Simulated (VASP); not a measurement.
La2O3, 5 atoms in the cell. Symmetry: P-3m1, No. 164, trigonal system. The conventional cell has a = 3.940 Å, b = 3.940 Å, c = 6.189 Å, α = 90.00°, β = 90.00°, γ = 120.00°. La (site symmetry 3m) has 7 O at 2.37 to 2.74 Å within 3.1 Å. O (site symmetry -3m) has 6 La at 2.74 Å and 6 O at 3.16 Å within 3.6 Å. O (site symmetry 3m) has 4 La at 2.37 to 2.46 Å and 6 O at 2.90 to 3.16 Å within 3.2 Å. 

```yaml
Program: VASP 6.6.1
Task: relaxation of cell and atoms
Functional: r2SCAN
Potentials_or_basis: VASP PAW PBE potentials, release 64 (La, O)
Cutoff: 600 eV
k_mesh: 6 × 6 × 4
Occupations: fermi-dirac, width 0.02 eV
Spin: no spin polarisation
Dipole_correction: no
Further_INCAR_settings: ALGO = Normal; EDIFF = 1e-07; IBRION = 2; EDIFFG = -0.005; NSW = 80; ISIF = 3
```

Potentials or basis: VASP PAW PBE potentials, release 64 (La, O).

The run is started by

```bash
$ cat potpaw_PBE.64/La/POTCAR potpaw_PBE.64/O/POTCAR > POTCAR
$ cp INCAR.step1 INCAR
$ mpirun -np 1 vasp_std > vasp.out
$ cp INCAR.step2 INCAR
$ mpirun -np 1 vasp_std > vasp.out
```

Hardware: 1 thread of Intel(R) Xeon(R) 6975P-C (Granite Rapids), with other jobs on the host.

Q: Estimate the wall time of this run.

A: Wall time 23 min on 1 thread of Intel(R) Xeon(R) 6975P-C (Granite Rapids), on a shared host, peak memory 0.29 GiB. Counts: k points 24, ion steps 13.
